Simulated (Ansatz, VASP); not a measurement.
# One calculation of TiBH, two programs

The input INCAR:

```
  ALGO = Normal
  EDIFF = 1E-7
  ENCUT = 520
  GGA = PE
  ISIF = 2
  ISMEAR = 0
  ISPIN = 2
  LASPH = True
  LCHARG = False
  LMAXMIX = 4
  LORBIT = 11
  LREAL = False
  LWAVE = False
  MAGMOM = 1 1 0 0 0 0
  NBANDS = 29
  NELM = 150
  PREC = Accurate
  SIGMA = 0.1
```

Contents of KPOINTS:

```
k-points
0
Gamma
  8 8 8
```

POSCAR

```
TiBH
1.0
   -1.5127137028      1.8003711974      5.0464241994
    1.5127137028     -1.8003711974      5.0464241994
    1.5127137028      1.8003711974     -5.0464241994
Ti B H
2 2 2
Direct
    0.3600995598      0.1100995598      0.2500000000
    0.6399004402      0.8899004402      0.7500000000
    0.0000000000      0.5000000000      0.0000000000
    0.0000000000      0.0000000000      0.5000000000
    0.5000000000      0.5000000000      0.0000000000
    0.0000000000      0.5000000000      0.5000000000
```

Input for Ansatz:

```yaml
crystal:
  lattice:
    - [-1.5127137028, 1.8003711974, 5.0464241994]
    - [1.5127137028, -1.8003711974, 5.0464241994]
    - [1.5127137028, 1.8003711974, -5.0464241994]
  atoms:
    - { symbol: Ti, position: [0.3600995598, 0.1100995598, 0.25], spin: 1.0 }
    - { symbol: Ti, position: [0.6399004402, 0.8899004402, 0.75], spin: 1.0 }
    - { symbol: B, position: [0.0, 0.5, 0.0] }
    - { symbol: B, position: [0.0, 0.0, 0.5] }
    - { symbol: H, position: [0.5, 0.5, 0.0] }
    - { symbol: H, position: [0.0, 0.5, 0.5] }
basis:
  ecutwfc: 420
kpoints:
  mp_grid: { grid: [8, 8, 8] }
hamiltonian:
  xc: pbe
scf:
  occupations: { method: gaussian, width: 0.1 }
  lower_state_search: "off"
output:
  forces: true
  stress: true
  eigenvalues: true
  populations: true
magnetization:
  spin_polarized: true
```

Change from the starting cell: species swapped into the CeRuRh type (Imma, No. 74).

Alike in both runs: task single point; functional PBE; k mesh 8 × 8 × 8; occupations gaussian, width 0.1 eV; collinear spin.

|  | VASP | Ansatz |
| --- | --- | --- |
| version | VASP 6.6.1 | Ansatz 0.2.0 |
| potentials or method | VASP PAW PBE potentials, release 64 (Ti_sv, B, H), cutoff 520 eV | scalar-relativistic, plane waves, PAW |
| valence electrons in the cell | 32 | 32 |

|  | VASP | Ansatz | Ansatz less VASP |
| --- | --- | --- | --- |
| gap on the k mesh at the Fermi level (eV) | none | none | - |
| pressure (GPa) | 0.2 | 0.3 | +0.02 |
| traceless stress, the component that is largest in VASP (GPa) | 0.40 | 0.37 | -0.032 |
| rms of the force components (eV/Å) | 0.029 | 0.031 | +0.0023 |
| net moment per atom (μB) | 0.12 | 0.12 | 0.000 |
| size of the moment on the site where the two differ most (μB) | 0.28 | 0.21 | -0.073 |

Site moments also hang on the region over which each program counts them. Atom by atom the forces differ by 0.002 eV/Å (rms over components). A gap of «none» marks a metal or a gap that the smearing closes.
